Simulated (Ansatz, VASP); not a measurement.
# KBr: VASP beside Ansatz

```
Br K
1.0
     0.00000    3.30000    3.30000
     3.30000    0.00000    3.30000
     3.30000    3.30000    0.00000
Br K
1 1
Direct
  0.50000 0.50000 0.50000
  0.00000 0.00000 0.00000
```

Alike in both runs: functional HF; k mesh 4 × 4 × 4; occupations fermi-dirac, width 0.05 eV; no spin polarisation.

|  | VASP | Ansatz |
| --- | --- | --- |
| version | VASP 6.6.1 | Ansatz 0.2.0 |
| potentials or method | VASP PAW PBE potentials, release 64 (Br, K_sv) | Ansatz PAW |
| plane-wave cutoff (eV) | 520 | 420 |
| valence electrons in the cell | 16 | 16 |
| task | single point | band structure |

```tsv
	VASP	Ansatz	Ansatz less VASP
gap on the k mesh at the Fermi level (eV)	12.12	12.09	-0.029
least direct gap on the mesh (eV)	12.12	12.09	-0.029
pressure (GPa)	2.0	2.2	+0.18
```

VASP's potentials were made for PBE, not for HF.
